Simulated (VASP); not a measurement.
## ZnCu: single point with r2SCAN

ZnCu:

```
Zn Cu
1.0
     2.94759    0.00000    0.00000
     0.00000    2.94759    0.00000
     0.00000    0.00000    2.94759
Zn Cu
1 1
Direct
  0.50000 0.50000 0.50000
  0.00000 0.00000 0.00000
```

| Quantity | Value |
| --- | --- |
| Program | VASP 6.6.1 |
| Task | single point |
| Functional | r2SCAN |
| Potentials or basis | VASP PAW PBE potentials, release 64 (Zn, Cu) |
| Cutoff | 520 eV |
| k mesh | 14 × 14 × 14 |
| Occupations | gaussian, width 0.1 eV |
| Spin | no spin polarisation |
| Dipole correction | no |
| Further INCAR settings | ALGO = Normal; EDIFF = 1e-06; NBANDS = 18 |

```json
{"Pressure": "-3.0 GPa", "Band gap on the k mesh": "zero (an odd number of electrons rules out a gap without spin polarisation)"}
```

Levels at points of the mesh, in eV from the Fermi level:
| k point | band 10 | band 11 | band 12 | band 13 | band 14 | band 15 |
| --- | --- | --- | --- | --- | --- | --- |
| (0.00, 0.00, 0.00) | -2.83 | -2.83 | 6.61 | 6.61 | 6.61 | 11.49 |
| (0.50, 0.00, 0.00) | -3.39 | -2.90 | -2.09 | 12.31 | 12.31 | 12.90 |
| (0.50, 0.50, 0.00) | -2.61 | -2.00 | -2.00 | 1.91 | 2.26 | 14.76 |
| (0.50, 0.50, 0.50) | -2.59 | 4.36 | 4.47 | 4.47 | 4.47 | 4.66 |

It took 2.5 min on 1 thread of Intel Xeon 8259CL, with other jobs on the host, peak memory 0.19 GiB.

Caveat: the cell stands under tension; the PAW data sets were made with another functional, which shifts forces and pressure a little.
